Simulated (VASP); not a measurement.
# Be (Im-3m) in VASP: further runs

Aim: see how the results for Be move with the level of theory and the settings. Levels: PBE+D4, revPBE. Tasks: electric field gradients, equation of state.

Program: VASP 6.6.1. These are calculated values, not measurements. Logs are shortened: lines on timing, memory, paths and dates and some standing lists are left out, and cuts for length are marked.

## Step 1: The cell of the first run

It takes space group Im-3m (No. 229, cubic). The conventional cell has a = 2.571 Å, b = 2.571 Å, c = 2.571 Å, α = 90.00°, β = 90.00°, γ = 90.00°. Be (site symmetry m-3m) has 14 Be at 2.23 to 2.57 Å within 2.9 Å.

This isn't the form of Be at room conditions, which is hcp.

## Step 2: Electric field gradients, PBE+D4 (8.50 Å³/atom)

The input, INCAR:

```
SYSTEM = Be
ALGO = Normal
EDIFF = 1E-8
ENCUT = 520
GGA = PE
GGA_COMPAT = .False.
ISIF = 2
ISMEAR = 1
IVDW = 13
LASPH = .True.
LCHARG = .False.
LEFG = .True.
LREAL = .False.
LWAVE = .False.
NBANDS = 7
NELM = 120
PREC = Accurate
SIGMA = 0.01
```

The input, KPOINTS:

```
k-points
0
Gamma
  15 15 15
  0 0 0
```

The input, POSCAR:

```
Be
1.0
   -1.2856840100      1.2856840100      1.2856840100
    1.2856840100     -1.2856840100      1.2856840100
    1.2856840100      1.2856840100     -1.2856840100
Be
1
Direct
    0.0000000000      0.0000000000      0.0000000000
```

Potentials or basis: VASP PAW PBE potentials, release 64 (Be).

Launch:

```sh
$ cat potpaw_PBE.64/Be/POTCAR > POTCAR
$ mpirun -np 1 vasp_std > vasp.out
```

OUTCAR:

```text
SYSTEM = Be
   EDIFF = 1E-8
   ENCUT = 520
   GGA = PE
   ISIF = 2
   ISMEAR = 1
   IVDW = 13
   LASPH = .True.
   LREAL = .False.
   NELM = 120
   PREC = Accurate

 ion  position               nearest neighbor table
   1  0.000  0.000  0.000-

  LATTYP: Found a body centered cubic cell.
 ALAT       =     2.5713680200

  Lattice vectors:

 A1 = (  -1.2856840100,   1.2856840100,   1.2856840100)
 A2 = (   1.2856840100,  -1.2856840100,   1.2856840100)
 A3 = (   1.2856840100,   1.2856840100,  -1.2856840100)

Analysis of symmetry for initial positions (statically):
=====================================================================
 Subroutine PRICEL returns:
 Original cell was already a primitive cell.

 Routine SETGRP: Setting up the symmetry group for a
 body centered cubic supercell.

 Subroutine GETGRP returns: Found 48 space group operations
 (whereof 48 operations were pure point group operations)
 out of a pool of 48 trial point group operations.

The static configuration has the point symmetry O_h .

Analysis of symmetry for dynamics (positions and initial velocities):
=====================================================================
 Subroutine PRICEL returns:
 Original cell was already a primitive cell.

 Routine SETGRP: Setting up the symmetry group for a
 body centered cubic supercell.

 Subroutine GETGRP returns: Found 48 space group operations
 (whereof 48 operations were pure point group operations)
 out of a pool of 48 trial point group operations.

The dynamic configuration has the point symmetry O_h .

 Subroutine INISYM returns: Found 48 space group operations
 (whereof 48 operations are pure point group operations),
 and found     1 'primitive' translations

----------------------------------------------------------------------------------------

                                     Primitive cell

  volume of cell :       8.5009

  direct lattice vectors                    reciprocal lattice vectors
    -1.285684010  1.285684010  1.285684010     0.000000000  0.388898047  0.388898047
     1.285684010 -1.285684010  1.285684010     0.388898047  0.000000000  0.388898047
[... 120 lines left out ...]
   NGX =  9   NGY =  9   NGZ =  9

 number of electron       2.0000000 magnetization

 Free energy of the ion-electron system (eV)
  ---------------------------------------------------
  ext. energy  EPLUGINS =         0.00000000
  ---------------------------------------------------
  free energy    TOTEN  =        -3.64493053 eV

  energy without entropy =       -3.64491804  energy(sigma->0) =       -3.64492637

 E-fermi :   7.2106     XC(G=0): -10.3767

 val. band max:        7.1512590645   @ k =  -0.3333  -0.4000   0.0667
 cond. band min:       7.2121118230   @ k =   0.2667   0.2667   0.2000
 fundamental gap:      0.0608527585
 Fermi energy:         7.2106163730

 k-point     1 :       0.0000    0.0000    0.0000
  band No.  band energies     occupation
      1      -4.5094      2.00000
      2      25.4182      0.00000
      3      25.4182      0.00000
      4      25.4182      0.00000
      5      36.4907      0.00000
      6      36.4907      0.00000
      7      36.4907      0.00000
[... 221 lines left out ...]
 k-point    24 :       0.4000    0.2000    0.0000
  band No.  band energies     occupation
      1       3.6763      2.00000
      2       7.5190      0.00000
      3      14.2980      0.00000
      4      19.7247      0.00000
      5      32.4328      0.00000
      6      34.5492      0.00000
      7      39.4596      0.00000

 [... further k-points ...]

------------------------ aborting loop because EDIFF is reached ----------------------------------------

  DFT-D4 for vdW energy calculation

  Edisp (eV):   -0.10561

  FORCE on cell =-STRESS in cart. coord.  units (eV):
  Direction    XX          YY          ZZ          XY          YZ          ZX
  --------------------------------------------------------------------------------------
  -------------------------------------------------------------------------------------
  Total      -0.57928    -0.57928    -0.57928     0.00000     0.00000     0.00000
  in kB    -109.17805  -109.17805  -109.17805     0.00000     0.00000     0.00000
  external pressure =     -109.18 kB  Pullay stress =        0.00 kB

 VOLUME and BASIS-vectors are now :
 -----------------------------------------------------------------------------
  energy-cutoff  :      520.00
  volume of cell :        8.50
      direct lattice vectors                 reciprocal lattice vectors
    -1.285684010  1.285684010  1.285684010     0.000000000  0.388898047  0.388898047
     1.285684010 -1.285684010  1.285684010     0.388898047  0.000000000  0.388898047
     1.285684010  1.285684010 -1.285684010     0.388898047  0.388898047  0.000000000

 POSITION                                       TOTAL-FORCE (eV/Angst)
 -----------------------------------------------------------------------------------
      0.00000      0.00000      0.00000         0.000000     -0.000000     -0.000000
 -----------------------------------------------------------------------------------
    total drift:                               -0.000000     -0.000000      0.000000

  FREE ENERGIE OF THE ION-ELECTRON SYSTEM (eV)
  ---------------------------------------------------
  free  energy   TOTEN  =        -3.7505436337 eV

  energy  without entropy=       -3.7505311410  energy(sigma->0) =       -3.75053947

 Electric field gradients (V/A^2)
---------------------------------------------------------------------
 ion       V_xx      V_yy      V_zz      V_xy      V_xz      V_yz
---------------------------------------------------------------------
   1      -0.000     0.000    -0.000     0.000     0.000     0.000
---------------------------------------------------------------------

 Electric field gradients after diagonalization (V/A^2)
 (convention: |V_zz| > |V_xx| > |V_yy|)
----------------------------------------------------------------------
 ion       V_xx      V_yy      V_zz     asymmetry (V_yy - V_xx)/ V_zz
----------------------------------------------------------------------
   1      -0.000    -0.000     0.000       0.000
----------------------------------------------------------------------

           NMR quadrupolar parameters

 Cq : quadrupolar parameter    Cq=e*Q*V_zz/h
 eta: asymmetry parameters     (V_yy - V_xx)/ V_zz
 Q  : nuclear electric quadrupole moment in mb (millibarn)
----------------------------------------------------------------------
 ion       Cq(MHz)       eta       Q (mb)
----------------------------------------------------------------------
   1       0.000       0.000       1.000
----------------------------------------------------------------------
```

OSZICAR:

```text
N       E                     dE             d eps       ncg     rms          rms(c)
DAV:   1    -0.255522507236E+01   -0.25552E+01   -0.10682E+03  1813   0.226E+02
DAV:   2    -0.366699633065E+01   -0.11118E+01   -0.10873E+01  2303   0.241E+01
DAV:   3    -0.366877059223E+01   -0.17743E-02   -0.17736E-02  1939   0.864E-01
DAV:   4    -0.366877087117E+01   -0.27894E-06   -0.27808E-06  2520   0.116E-02
DAV:   5    -0.366877087014E+01    0.10258E-08   -0.63682E-10  1939   0.565E-05    0.729E-01
DAV:   6    -0.365200934279E+01    0.16762E-01   -0.15366E-03  1911   0.363E-01    0.447E-01
DAV:   7    -0.364495817186E+01    0.70512E-02   -0.16059E-03  1750   0.385E-01    0.203E-02
DAV:   8    -0.364493037526E+01    0.27797E-04   -0.90026E-06  1932   0.263E-02    0.541E-03
DAV:   9    -0.364493071968E+01   -0.34442E-06   -0.76094E-07  1960   0.624E-03    0.248E-04
DAV:  10    -0.364493063143E+01    0.88254E-07   -0.18096E-09  1827   0.410E-04    0.168E-04
DAV:  11    -0.364493053293E+01    0.98503E-07   -0.27494E-09  1519   0.457E-04    0.462E-06
DAV:  12    -0.364493053241E+01    0.51806E-09   -0.34374E-11   889   0.325E-05
   1 F= -.37505436E+01 E0= -.37505395E+01  d E =-.124927E-04
```

stdout:

```text
POSCAR found type information on POSCAR Be
 POSCAR found :  1 types and       1 ions
 scaLAPACK will be used
 LDA part: xc-table for (Slater+PW92), standard interpolation
 POSCAR, INCAR and KPOINTS ok, starting setup
 FFT: planning ... GRIDC
 FFT: planning ... GRID_SOFT
 FFT: planning ... GRID
 WAVECAR not read
 entering main loop
ion   1
```

Run time: 16 s. Hardware: 1 thread of AMD EPYC 7R43 (Zen 3), shared host; peak memory 0.08 GiB.

Results:

```yaml
Free_energy: -3.7505 eV
Pressure: -10.9 GPa
Band_gap_on_the_k_mesh: zero (bands 1 and 2 overlap by 4.14 eV)
Largest_electric_field_gradient_by_atom: zero within the noise of the run
Dispersion_energy_per_atom: -0.106 eV
```

Levels at points of the mesh, in eV from the Fermi level:
```
           k point  band 1  band 2  band 3  band 4  band 5
(0.00, 0.00, 0.00)  -11.72   18.21   18.21   18.21   29.28
```

Caveat: the cell stands under tension.

## Step 3: Equation of state, revPBE

This run uses another cell than the first one, of 7.87 Å³/atom.

The input, POSCAR.step1:

```
Be
1.0
   -1.2143394999      1.2143394999      1.2143394999
    1.2143394999     -1.2143394999      1.2143394999
    1.2143394999      1.2143394999     -1.2143394999
Be
1
Direct
    0.0000000000      0.0000000000      0.0000000000
```

The input, POSCAR.step2:

```
Be
1.0
   -1.2275398764      1.2275398764      1.2275398764
    1.2275398764     -1.2275398764      1.2275398764
    1.2275398764      1.2275398764     -1.2275398764
Be
1
Direct
    0.0000000000      0.0000000000      0.0000000000
```

The input, POSCAR.step3:

```
Be
1.0
   -1.2404622984      1.2404622984      1.2404622984
    1.2404622984     -1.2404622984      1.2404622984
    1.2404622984      1.2404622984     -1.2404622984
Be
1
Direct
    0.0000000000      0.0000000000      0.0000000000
```

The input, POSCAR.step4:

```
Be
1.0
   -1.2531209513      1.2531209513      1.2531209513
    1.2531209513     -1.2531209513      1.2531209513
    1.2531209513      1.2531209513     -1.2531209513
Be
1
Direct
    0.0000000000      0.0000000000      0.0000000000
```

The input, POSCAR.step5:

```
Be
1.0
   -1.2655288964      1.2655288964      1.2655288964
    1.2655288964     -1.2655288964      1.2655288964
    1.2655288964      1.2655288964     -1.2655288964
Be
1
Direct
    0.0000000000      0.0000000000      0.0000000000
```

The input, POSCAR.step6:

```
Be
1.0
   -1.2776981900      1.2776981900      1.2776981900
    1.2776981900     -1.2776981900      1.2776981900
    1.2776981900      1.2776981900     -1.2776981900
Be
1
Direct
    0.0000000000      0.0000000000      0.0000000000
```

The input, POSCAR.step7:

```
Be
1.0
   -1.2896399867      1.2896399867      1.2896399867
    1.2896399867     -1.2896399867      1.2896399867
    1.2896399867      1.2896399867     -1.2896399867
Be
1
Direct
    0.0000000000      0.0000000000      0.0000000000
```

The input, INCAR:

```
  GGA = RE
  ISMEAR = 1
  SIGMA = 0.1
  LWAVE = False
  LCHARG = False
  ISIF = 2
  NSW = 0
  ENCUT = 860
  PREC = Accurate
  LASPH = True
  LREAL = False
  ALGO = Normal
  EDIFF = 1E-7
  NELM = 120
  GGA_COMPAT = False
```

The input, KPOINTS:

```
k-points
0
Gamma
  18 18 18
```

Potentials or basis: VASP PAW PBE potentials, release 64 (Be_sv_GW).

Launch:

```sh
$ cat potpaw_PBE.64/Be_sv_GW/POTCAR > POTCAR
$ cp POSCAR.step1 POSCAR
$ mpirun -np 1 vasp_std > vasp.out
$ cp POSCAR.step2 POSCAR
$ mpirun -np 1 vasp_std > vasp.out
$ cp POSCAR.step3 POSCAR
$ mpirun -np 1 vasp_std > vasp.out
$ cp POSCAR.step4 POSCAR
$ mpirun -np 1 vasp_std > vasp.out
$ cp POSCAR.step5 POSCAR
$ mpirun -np 1 vasp_std > vasp.out
$ cp POSCAR.step6 POSCAR
$ mpirun -np 1 vasp_std > vasp.out
$ cp POSCAR.step7 POSCAR
$ mpirun -np 1 vasp_std > vasp.out
```

It took 86 s on 1 thread of Intel Xeon Platinum 8488C (Sapphire Rapids), shared host; peak memory 0.15 GiB.

Results (log left out):

```yaml
Equilibrium_volume: 7.98 Å³/atom
Bulk_modulus: 121 GPa
Pressure_derivative_of_the_bulk_modulus: 3.3
```

Energy against volume, from the lowest point:
```tsv
volume (Å³/atom)	energy (meV/atom)
7.163	36.12
7.399	17.20
7.635	5.35
7.871	0.00
8.107	0.22
8.343	5.36
8.580	14.85
```

Caveat: the PAW data sets were made with another functional, which shifts forces and pressure a little.
